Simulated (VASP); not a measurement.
Wanted: the native input for a VASP 6.6.1 run.

```
Task                   : single point
Functional             : PBE
Potentials or basis    : VASP PAW PBE potentials, release 64 (Ca_sv)
Cutoff                 : 520 eV
k mesh                 : 14 × 14 × 14
Occupations            : gaussian, width 0.15 eV
Spin                   : no spin polarisation
Dipole correction      : no
Further INCAR settings : ALGO = Normal; EDIFF = 1e-06; NBANDS = 11
```

The structure of Ca lies in POSCAR:

```
Ca
1.0
    0.0000000000      2.5706640000      2.6824320000
    2.5706640000      0.0000000000      2.6824320000
    2.5706640000      2.5706640000      0.0000000000
Ca
1
Direct
    0.0000000000      0.0000000000      0.0000000000
```

This cell differs from its parent crystal: strain -0.080 along x and y, -0.040 along z.

One way to write it, as run:

INCAR

```
  ALGO = Normal
  EDIFF = 1E-6
  ENCUT = 520
  GGA = PE
  ISIF = 2
  ISMEAR = 0
  LASPH = True
  LCHARG = True
  LELF = True
  LREAL = False
  LVHAR = True
  LWAVE = False
  NBANDS = 11
  NELM = 80
  PREC = Accurate
  SIGMA = 0.15
```

KPOINTS

```
k-points
0
Gamma
  14 14 14
```

Potentials or basis: VASP PAW PBE potentials, release 64 (Ca_sv).

The run is started by

```bash
$ cat potpaw_PBE.64/Ca_sv/POTCAR > POTCAR
$ mpirun -np 1 vasp_std > vasp.out
```

Results of the run:

The pressure is 4.0 GPa and the band gap on the k mesh is zero (bands 5 and 6 overlap by 0.09 eV).

Caveat: the cell differs from its parent crystal (strain -0.080 along x and y, -0.040 along z); the cell stands under pressure.

Run time: 40 s on 1 thread of Intel(R) Xeon(R) Platinum 8559C (Emerald Rapids) (shared host), peak memory 0.22 GiB.
